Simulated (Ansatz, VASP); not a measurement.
**Si3IrRu in VASP and in Ansatz**

```
Si Ru Ir
1.0
     4.36410    0.00000    0.00000
     0.00000    4.36410    0.00000
     0.00000    0.00000    4.36410
Si Ru Ir
3 1 1
Direct
  0.50000 0.00000 0.00000
  0.00000 0.50000 0.00000
  0.00000 0.00000 0.50000
  0.00000 0.00000 0.00000
  0.50000 0.50000 0.50000
```

Alike in both runs: task relaxation of cell and atoms; functional PBE; k mesh 4 × 4 × 4; occupations gaussian, width 0.2 eV; no spin polarisation.

```csv
,VASP,Ansatz
version,VASP 6.6.1,Ansatz 0.2.0
potentials or method,"VASP PAW PBE potentials, release 64 (Si, Ru_pv, Ir), cutoff 500 eV","scalar-relativistic, plane waves, PAW"
valence electrons in the cell,35,45
```

VASP gave:

```
gap on the k mesh at the Fermi level, each at its own relaxed structure (eV) : none
relaxed volume (Å³/atom)                                                     : 18.28
relaxed length of the cell vector where the two differ most in proportion (Å)              : 4.505
```

**Question.** What did Ansatz give for the same quantities?

**Answer.** gap on the k mesh at the Fermi level, each at its own relaxed structure (eV): none; relaxed volume (Å³/atom): 18.16; relaxed length of the cell vector where the two differ most in proportion (Å): 4.495.

A gap of «none» marks a metal or a gap that the smearing closes. VASP's potentials hold 35 valence electrons a cell and Ansatz's 45, so a difference there can come from the potentials and not from the codes.

Neither program's run includes spin-orbit coupling.
